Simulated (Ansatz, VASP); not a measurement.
Nb in VASP and in Ansatz

File INCAR:

```
PREC     = Accurate       # precision mode
ENCUT    = 520            # plane-wave cutoff, eV
EDIFF    = 1E-7           # SCF threshold, eV
ISMEAR   = 0              # smearing method
SIGMA    = 0.15           # smearing width, eV
LREAL    = False          # projectors in reciprocal space
LASPH    = True           # aspherical terms in the spheres
NELM     = 80             # most SCF steps
ALGO     = Fast           # electronic algorithm
ISIF     = 2              # what is computed and relaxed
LWAVE    = False          # write WAVECAR
LCHARG   = True           # write CHGCAR
GGA      = PE             # functional
LELF     = True           # ELF
LVHAR    = True         
NBANDS   = 12             # bands
```

Contents of KPOINTS:

```
Automatic mesh
0
Gamma
  20 20 20
```

File POSCAR:

```
Nb
1.0
   -1.6389907500      1.6389907500      1.6889092500
    1.6389907500     -1.6389907500      1.6889092500
    1.6389907500      1.6389907500     -1.6889092500
Nb
1
Direct
    0.0000000000      0.0000000000      0.0000000000
```

Input for Ansatz:

```yaml
crystal:
  lattice:
    - [-1.63899075, 1.63899075, 1.68890925]
    - [1.63899075, -1.63899075, 1.68890925]
    - [1.63899075, 1.63899075, -1.68890925]
  atoms:
    - { symbol: Nb, position: [0.0, 0.0, 0.0] }
basis:
  ecutwfc: 420
kpoints:
  mp_grid: { grid: [20, 20, 20] }
hamiltonian:
  xc: pbe
scf:
  occupations: { method: gaussian, width: 0.15 }
output:
  forces: true
  stress: true
  eigenvalues: true
```

Change from the starting cell: strain -0.015 along x and y, +0.015 along z, atoms carried along.

Alike in both runs: task single point; functional PBE; k mesh 20 × 20 × 20; occupations gaussian, width 0.15 eV; no spin polarisation.

|  | VASP | Ansatz |
| --- | --- | --- |
| version | VASP 6.6.1 | Ansatz 0.2.0 |
| potentials or method | VASP PAW PBE potentials, release 64 (Nb_sv), cutoff 520 eV | scalar-relativistic, plane waves, PAW |
| valence electrons in the cell | 13 | 13 |

Ansatz gave:

- gap on the k mesh at the Fermi level (eV): none
- pressure (GPa): -0.1
- traceless stress, the component that is largest in VASP (GPa): -2.35

Problem. Estimate VASP's values.

Solution. gap on the k mesh at the Fermi level (eV): none; pressure (GPa): -0.4; traceless stress, the component that is largest in VASP (GPa): -2.34.

A gap of «none» marks a metal or a gap that the smearing closes.
